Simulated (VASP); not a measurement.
# NbN (Fm-3m) in VASP: a series of runs, part 3 of 3

VASP 6.6.1. Earlier steps stand in the parts before.

### Step 4. Electric field gradients, PBEsol (volume scaled by 1.06)

The input, INCAR:

```
PREC = Accurate
ENCUT = 520
EDIFF = 1E-8
ISMEAR = -1
SIGMA = 0.08
LREAL = False
LASPH = True
NELM = 120
ALGO = Normal
ISIF = 2
LWAVE = False
LCHARG = False
GGA = PS
LEFG = True
NBANDS = 16
GGA_COMPAT = False
```

The input, KPOINTS:

```
Automatic mesh
0
Gamma
  14 14 14
```

The input, POSCAR:

```
NbN
1.0
    0.0000000000      2.2375403388      2.2375403388
    2.2375403388      0.0000000000      2.2375403388
    2.2375403388      2.2375403388      0.0000000000
Nb N
1 1
Direct
    0.5000000000      0.5000000000      0.5000000000
    0.0000000000      0.0000000000      0.0000000000
```

Potentials or basis: VASP PAW PBE potentials, release 64 (Nb_sv, N).

On the command line:

```bash
$ cat potpaw_PBE.64/Nb_sv/POTCAR potpaw_PBE.64/N/POTCAR > POTCAR
$ mpirun -np 1 vasp_std > vasp.out
```

OUTCAR:

```text
PREC = Accurate
   ENCUT = 520
   EDIFF = 1E-8
   ISMEAR = -1
   LREAL = False
   LASPH = True
   NELM = 120
   ISIF = 2
   GGA = PS

 ion  position               nearest neighbor table
   1  0.500  0.500  0.500-   2 2.24   2 2.24   2 2.24   2 2.24   2 2.24   2 2.24
   2  0.000  0.000  0.000-   1 2.24   1 2.24   1 2.24   1 2.24   1 2.24   1 2.24

  LATTYP: Found a face centered cubic cell.
 ALAT       =     4.4750806776

  Lattice vectors:

 A1 = (   0.0000000000,   2.2375403388,   2.2375403388)
 A2 = (   2.2375403388,   0.0000000000,   2.2375403388)
 A3 = (   2.2375403388,   2.2375403388,   0.0000000000)

Analysis of symmetry for initial positions (statically):
=====================================================================
 Subroutine PRICEL returns:
 Original cell was already a primitive cell.

 Routine SETGRP: Setting up the symmetry group for a
 face centered cubic supercell.

 Subroutine GETGRP returns: Found 48 space group operations
 (whereof 48 operations were pure point group operations)
 out of a pool of 48 trial point group operations.

The static configuration has the point symmetry O_h .

Analysis of symmetry for dynamics (positions and initial velocities):
=====================================================================
 Subroutine PRICEL returns:
 Original cell was already a primitive cell.

 Routine SETGRP: Setting up the symmetry group for a
 face centered cubic supercell.

 Subroutine GETGRP returns: Found 48 space group operations
 (whereof 48 operations were pure point group operations)
 out of a pool of 48 trial point group operations.

The dynamic configuration has the point symmetry O_h .

 Subroutine INISYM returns: Found 48 space group operations
 (whereof 48 operations are pure point group operations),
 and found     1 'primitive' translations

----------------------------------------------------------------------------------------

                                     Primitive cell

  volume of cell :      22.4049

  direct lattice vectors                    reciprocal lattice vectors
     0.000000000  2.237540339  2.237540339    -0.223459659  0.223459659  0.223459659
     2.237540339  0.000000000  2.237540339     0.223459659 -0.223459659  0.223459659
     2.237540339  2.237540339  0.000000000     0.223459659  0.223459659 -0.223459659

  length of vectors
     3.164359893  3.164359893  3.164359893     0.387043482  0.387043482  0.387043482

  position of ions in fractional coordinates (direct lattice)
     0.500000000  0.500000000  0.500000000
     0.000000000  0.000000000  0.000000000

  ion indices of the primitive-cell ions
   primitive index   ion index
                 1           1
                 2           2

----------------------------------------------------------------------------------------

 KPOINTS: Automatic mesh

Automatic generation of k-mesh.
 Grid dimensions read from file:
 generate k-points for:   14   14   14

 Generating k-lattice:

[... 62 lines left out ...]
   LREAL  =      F    real-space projection
   EDIFFG = 0.1E-06   stopping-criterion for IOM
   NSW    =      0    number of steps for IOM
   IBRION =     -1    ionic relax: 0-MD 1-quasi-New 2-CG
   NFREE  =      0    steps in history (QN), initial steepest desc. (CG)
   ISIF   =      2    stress and relaxation
   ISYM   =      2    0-nonsym 1-usesym 2-fastsym
   POTIM  = 0.5000    time-step for ionic-motion
   TEBEG  =    0.0;   TEEND  =   0.0 temperature during run
   PSTRESS=    0.0 pullay stress
   NELECT =      18.0000    total number of electrons
   NUPDOWN=      -1.0000    fix difference up-down
   EMIN   =  10.00;   EMAX   =-10.00  energy-range for DOS
   EFERMI =   0.00;   METHOD = LEGACY
   ISMEAR =    -1;   SIGMA  =   0.08  broadening in eV -4-tet -1-fermi 0-gaus
   EFERMI_NEDOS =   21; number of points for ismear=-14 and -15
   IALGO  =     38    algorithm
   IMIX   =      4    mixing-type and parameters
     AMIX     =   0.40;   BMIX     =  1.00
     AMIX_MAG =   1.60;   BMIX_MAG =  1.00
  volume/ion in A,a.u.               =      11.20        75.60
  Fermi-wavevector in a.u.,A,eV,Ry     =   1.521895  2.875965 31.513345  2.316165
  Thomas-Fermi vector in A             =   2.630548
   LORBIT       =      0    0 simple, 1 ext, 2 COOP (PROOUT), +10 PAW based schemes
   GGA     = PS    functional components
   LHFCALC =     F    Hartree Fock is set to
   AEXX    =    0.0000 exact exchange contribution
   IVDW    =     0    specifies the selected vdW correction
   LEPSILON=     F    determine dielectric tensor
   LRPA    =     F    only Hartree local field effects (RPA)
 non-spin polarized calculation
  energy-cutoff  :      520.00
  volume of cell :       22.40
 maximum number of plane-waves:       620
   NGX = 11   NGY = 11   NGZ = 11

 number of electron      18.0000001 magnetization

 Free energy of the ion-electron system (eV)
  ---------------------------------------------------
  ext. energy  EPLUGINS =         0.00000000
  ---------------------------------------------------
  free energy    TOTEN  =       -21.82265652 eV

  energy without entropy =      -21.79983802  energy(sigma->0) =      -21.81124727

 E-fermi :  12.9709     XC(G=0): -13.2427

 val. band max:       12.9531772140   @ k =  -0.2857   0.3571   0.1429
 cond. band min:      12.9887057849   @ k =   0.2143   0.1429   0.0000
 fundamental gap:      0.0355285709
 Fermi energy:        12.9708651144

 k-point     1 :       0.0000    0.0000    0.0000
  band No.  band energies     occupation
      1     -43.3346      2.00000
      2     -19.0630      2.00000
      3     -19.0630      2.00000
      4     -19.0630      2.00000
      5      -4.2220      2.00000
      6       9.8251      2.00000
[... 433 lines left out ...]
      3     -19.1653      2.00000
      4     -19.1511      2.00000
      5      -3.1614      2.00000
      6       6.0646      2.00000
[... 8 lines left out ...]
     15      25.3148      0.00000
     16      28.4510      0.00000

 [... further k-points ...]
[... 5 lines left out ...]
  --------------------------------------------------------------------------------------
  -------------------------------------------------------------------------------------
  Total       -2.6472239     -2.6472239     -2.6472239      0.0000000      0.0000000     -0.0000000
  in kB     -189.3034972   -189.3034972   -189.3034972      0.0000000      0.0000000     -0.0000000
  external PRESSURE =    -189.3034972 kB  Pullay stress =       0.0000000 kB

 VOLUME and BASIS-vectors are now :
 -----------------------------------------------------------------------------
  energy-cutoff  :      520.00
  volume of cell :       22.40
      direct lattice vectors                 reciprocal lattice vectors
     0.000000000  2.237540339  2.237540339    -0.223459659  0.223459659  0.223459659
     2.237540339  0.000000000  2.237540339     0.223459659 -0.223459659  0.223459659
     2.237540339  2.237540339  0.000000000     0.223459659  0.223459659 -0.223459659

 POSITION                                       TOTAL-FORCE (eV/Angst)
 -----------------------------------------------------------------------------------
      2.23754      2.23754      2.23754        -0.000000      0.000000      0.000000
      0.00000      0.00000      0.00000         0.000000     -0.000000      0.000000
 -----------------------------------------------------------------------------------
    total drift:                                0.000000     -0.000000      0.000000

  FREE ENERGIE OF THE ION-ELECTRON SYSTEM (eV)
  ---------------------------------------------------
  free  energy   TOTEN  =       -21.8226565198 eV

  energy  without entropy=      -21.7998380174  energy(sigma->0) =      -21.81124727

 Electric field gradients (V/A^2)
---------------------------------------------------------------------
 ion       V_xx      V_yy      V_zz      V_xy      V_xz      V_yz
---------------------------------------------------------------------
   1       0.000    -0.000    -0.000     0.000     0.000     0.000
   2      -0.000     0.000     0.000     0.001     0.001     0.001
---------------------------------------------------------------------

 Electric field gradients after diagonalization (V/A^2)
 (convention: |V_zz| > |V_xx| > |V_yy|)
----------------------------------------------------------------------
 ion       V_xx      V_yy      V_zz     asymmetry (V_yy - V_xx)/ V_zz
----------------------------------------------------------------------
   1      -0.000    -0.000     0.000       0.000
   2      -0.001    -0.001     0.002       0.000
----------------------------------------------------------------------

           NMR quadrupolar parameters

 Cq : quadrupolar parameter    Cq=e*Q*V_zz/h
 eta: asymmetry parameters     (V_yy - V_xx)/ V_zz
 Q  : nuclear electric quadrupole moment in mb (millibarn)
----------------------------------------------------------------------
 ion       Cq(MHz)       eta       Q (mb)
----------------------------------------------------------------------
   1       0.000       0.000       1.000
   2       0.000       0.000       1.000
----------------------------------------------------------------------
```

stdout:

```text
POSCAR found type information on POSCAR NbN
 POSCAR found :  2 types and       2 ions
 scaLAPACK will be used
 -----------------------------------------------------------------------------
|                                                                             |
|                                                                             |
|     You enforced a specific xc type in the INCAR file but a different       |
|     I HOPE YOU KNOW WHAT YOU ARE DOING!                                     |
|                                                                             |
 -----------------------------------------------------------------------------

 LDA part: xc-table for (Slater+PW92), standard interpolation
 POSCAR, INCAR and KPOINTS ok, starting setup
 FFT: planning ... GRIDC
 FFT: planning ... GRID_SOFT
 FFT: planning ... GRID
 WAVECAR not read
 entering main loop
ion   1

ion   2
```

Run time: 42 s. Hardware: 1 thread of Intel Xeon Platinum 8375C at 2.90GHz (Ice Lake), shared host; peak memory 0.16 GiB.

What came out:

- Free energy: -21.8227 eV
- Pressure: -18.9 GPa
- Band gap on the k mesh: zero (band 9 reaches 14.35 eV, above the bottom of band 10 at 11.10 eV)

Caveat: the cell differs from its parent crystal (volume scaled by 1.06); without QUAD_EFG the Cq values of the log hold for a quadrupole moment of 1 mb, not for the nuclei; the PAW data sets were made with another functional, which shifts forces and pressure a little.

### Step 5. Density of states, PBEsol

This run uses another cell than the first one, of 10.57 Å³/atom, 0.962 times its volume.

The input, POSCAR:

```
NbN
1.0
    0.0000000000      2.1945000000      2.1945000000
    2.1945000000      0.0000000000      2.1945000000
    2.1945000000      2.1945000000      0.0000000000
Nb N
1 1
Direct
    0.5000000000      0.5000000000      0.5000000000
    0.0000000000      0.0000000000      0.0000000000
```

The input, INCAR.step1:

```
PREC = Accurate
ENCUT = 520
EDIFF = 1E-6
ISMEAR = -1
SIGMA = 0.08
LREAL = False
LASPH = True
NELM = 120
ALGO = Normal
ISIF = 2
LWAVE = False
LCHARG = True
LMAXMIX = 4
GGA = PS
NBANDS = 16
GGA_COMPAT = False
NEDOS = 2001
LORBIT = 11
```

The input, KPOINTS.step1:

```
Automatic mesh
0
Gamma
  14 14 14
```

The input, INCAR.step2:

```
PREC = Accurate
ENCUT = 520
EDIFF = 1E-6
ISMEAR = -5
SIGMA = 0.08
LREAL = False
LASPH = True
NELM = 120
ALGO = Normal
ISIF = 2
LWAVE = False
LCHARG = False
LMAXMIX = 4
GGA = PS
LORBIT = 11
NBANDS = 16
NEDOS = 2001
ICHARG = 11
GGA_COMPAT = False
```

The input, KPOINTS.step2:

```
Automatic mesh
0
Gamma
  21 21 21
```

Potentials or basis: VASP PAW PBE potentials, release 64 (Nb_sv, N).

On the command line:

```bash
$ cat potpaw_PBE.64/Nb_sv/POTCAR potpaw_PBE.64/N/POTCAR > POTCAR
$ cp INCAR.step1 INCAR
$ cp KPOINTS.step1 KPOINTS
$ mpirun -np 1 vasp_std > vasp.out
$ cp INCAR.step2 INCAR
$ cp KPOINTS.step2 KPOINTS
$ mpirun -np 1 vasp_std > vasp.out
```

OUTCAR:

```text
PREC = Accurate
   ENCUT = 520
   EDIFF = 1E-6
   ISMEAR = -5
   LREAL = False
   LASPH = True
   NELM = 120
   ISIF = 2
   GGA = PS
   LORBIT = 11
   ICHARG = 11

 ion  position               nearest neighbor table
   1  0.500  0.500  0.500-   2 2.19   2 2.19   2 2.19   2 2.19   2 2.19   2 2.19
   2  0.000  0.000  0.000-   1 2.19   1 2.19   1 2.19   1 2.19   1 2.19   1 2.19

  LATTYP: Found a face centered cubic cell.
[... 653 lines left out ...]
  -------------------------------------------------------------------------------------
  Total       -0.3597159     -0.3597159     -0.3597159     -0.0000000     -0.0000000      0.0000000
  in kB      -27.2667585    -27.2667585    -27.2667585     -0.0000000     -0.0000000      0.0000000
  external PRESSURE =     -27.2667585 kB  Pullay stress =       0.0000000 kB

 VOLUME and BASIS-vectors are now :
 -----------------------------------------------------------------------------
  energy-cutoff  :      520.00
  volume of cell :       21.14
      direct lattice vectors                 reciprocal lattice vectors
     0.000000000  2.194500000  2.194500000    -0.227842333  0.227842333  0.227842333
     2.194500000  0.000000000  2.194500000     0.227842333 -0.227842333  0.227842333
     2.194500000  2.194500000  0.000000000     0.227842333  0.227842333 -0.227842333

 POSITION                                       TOTAL-FORCE (eV/Angst)
 -----------------------------------------------------------------------------------
      2.19450      2.19450      2.19450        -0.000000     -0.000000     -0.000000
      0.00000      0.00000      0.00000         0.000000      0.000000      0.000000
 -----------------------------------------------------------------------------------
    total drift:                                0.000000     -0.000000      0.000000

  FREE ENERGIE OF THE ION-ELECTRON SYSTEM (eV)
  ---------------------------------------------------
  free  energy   TOTEN  =       -21.9028178714 eV

  energy  without entropy=      -21.9028178714  energy(sigma->0) =      -21.90281787

 total charge

# of ion       s       p       d       tot
------------------------------------------
    1        2.152   6.057   2.446  10.655
    2        1.233   2.504   0.000   3.737
--------------------------------------------------
tot          3.385   8.561   2.446  14.392
```

OUTCAR.step1:

```text
PREC = Accurate
   ENCUT = 520
   EDIFF = 1E-6
   ISMEAR = -1
   LREAL = False
[... 681 lines left out ...]
    total drift:                                0.000000     -0.000000      0.000000

  FREE ENERGIE OF THE ION-ELECTRON SYSTEM (eV)
  ---------------------------------------------------
  free  energy   TOTEN  =       -21.9089732752 eV

  energy  without entropy=      -21.8879546671  energy(sigma->0) =      -21.89846397

 total charge

# of ion       s       p       d       tot
------------------------------------------
    1        2.152   6.057   2.447  10.656
    2        1.233   2.504   0.000   3.737
--------------------------------------------------
tot          3.385   8.561   2.447  14.393
```

Wall time 90 s (1 thread of Intel Xeon Platinum 8375C at 2.90GHz (Ice Lake), shared host); peak memory 0.21 GiB.

What came out:

```yaml
Valence_electrons_inside_the_program's_atomic_spheres: Nb 10.65; N 3.74
```

Caveat: the PAW data sets were made with another functional, which shifts forces and pressure a little; tetrahedron occupations give inexact forces and stress in metals.

### Step 6. The runs side by side

| task | cell | k mesh for the DOS | occupations for the DOS | gap on the mesh (eV) | pressure (GPa) |
| --- | --- | --- | --- | --- | --- |
| electric field gradients | a = 3.144 Å, angles 60.0°, 2 atoms | - | - | none | -14.0 |
| electric field gradients | a = 3.164 Å, angles 60.0°, 2 atoms | - | - | none | -18.9 |
| density of states | a = 3.103 Å, angles 60.0°, 2 atoms | 21 × 21 × 21 | tetrahedron | - | - |

Alike in all rows: level PBEsol; potentials or basis VASP PAW PBE potentials, release 64 (Nb_sv, N); no spin polarisation; k mesh 14 × 14 × 14; cutoff (eV) 520; smearing fermi-dirac 0.08 eV.

Caveats: the PAW data sets were made with another functional, which shifts forces and pressure a little; tetrahedron occupations give inexact forces and stress in metals (some runs).

Absolute energies hang on the potentials; compare differences alone.
